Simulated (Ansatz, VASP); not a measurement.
**ZnS: VASP beside Ansatz**

Contents of INCAR:

```
ALGO     = Normal         # electronic algorithm
EDIFF    = 1E-6           # SCF threshold, eV
ENCUT    = 520            # plane-wave cutoff, eV
GGA      = PE             # functional
ISIF     = 2              # what is computed and relaxed
ISMEAR   = -1             # smearing method
LASPH    = T              # aspherical terms in the spheres
LCHARG   = F              # write CHGCAR
LREAL    = F              # projectors in reciprocal space
LWAVE    = F              # write WAVECAR
NBANDS   = 16             # bands
NELM     = 100            # most SCF steps
PREC     = Accurate       # precision mode
SIGMA    = 0.08           # smearing width, eV
```

Contents of KPOINTS:

```
k-points
0
Gamma
  14 14 14
```

Contents of POSCAR:

```
ZnS
1.0
    0.0000000000      2.6662192754      2.6662192754
    2.6662192754      0.0000000000      2.6662192754
    2.6662192754      2.6662192754      0.0000000000
Zn S
1 1
Direct
    0.0000000000      0.0000000000      0.0000000000
    0.2500000000      0.2500000000      0.2500000000
```

Input for Ansatz:

```yaml
crystal:
  lattice:
    - [0.0, 2.6662192754, 2.6662192754]
    - [2.6662192754, 0.0, 2.6662192754]
    - [2.6662192754, 2.6662192754, 0.0]
  atoms:
    - { symbol: Zn, position: [0.0, 0.0, 0.0] }
    - { symbol: S, position: [0.25, 0.25, 0.25] }
kpoints:
  mp_grid: { grid: [14, 14, 14] }
scf:
  occupations: { method: fermi_dirac, width: 0.08 }
hamiltonian:
  xc: pbe
  pseudopotentials: { kind: paw }
output:
  forces: true
  stress: true
  eigenvalues: true
  populations: true
  write_density: true
  write_potential: true
  elf: true
  volumetric_format: npy
```

Change from the starting cell: volume scaled by 0.94, PAW files.

Alike in both runs: task single point; functional PBE; k mesh 14 × 14 × 14; occupations fermi-dirac, width 0.08 eV; no spin polarisation.

```csv
,VASP,Ansatz
version,VASP 6.6.1,Ansatz 0.2.0
potentials or method,"VASP PAW PBE potentials, release 64 (Zn, S)","PAW with Ansatz's default frozen-core files, scalar-relativistic"
plane-wave cutoff (eV),520,420
valence electrons in the cell,18,18
```

|  | VASP | Ansatz | Ansatz less VASP |
| --- | --- | --- | --- |
| pressure (GPa) | 5.1 | 4.9 | -0.18 |
